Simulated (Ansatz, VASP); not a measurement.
# GaAs4: VASP beside Ansatz

```
Ga As
1.0
     5.61371    0.00000    0.00000
    -2.80685    4.86161    0.00000
     0.00000    0.00000    5.15519
Ga As
1 4
Direct
  0.00000 0.00000 0.50000
  0.50000 0.00000 0.00000
  0.00000 0.50000 0.00000
  0.50000 0.50000 0.00000
  0.00000 0.00000 0.00000
```

Alike in both runs: functional PBE; k mesh 12 × 12 × 8; occupations gaussian, width 0.1 eV; no spin polarisation.

Ansatz relaxed the structure, and its values are those at the end. VASP's run is a single point on that final structure, the one shown.

```csv
,VASP,Ansatz
version,VASP 6.6.1,Ansatz 0.2.0
potentials or method,"VASP PAW PBE potentials, release 64 (Ga_d, As), cutoff 520 eV","scalar-relativistic, plane waves, PAW"
valence electrons in the cell,33,73
```

|  | VASP | Ansatz | Ansatz less VASP |
| --- | --- | --- | --- |
| gap on the k mesh at the Fermi level (eV) | none | none | - |
| pressure (GPa) | 0.1 | 0.0 | -0.09 |

A gap of «none» marks a metal or a gap that the smearing closes. VASP's potentials hold 33 valence electrons a cell and Ansatz's 73, so a difference there can come from the potentials and not from the codes.
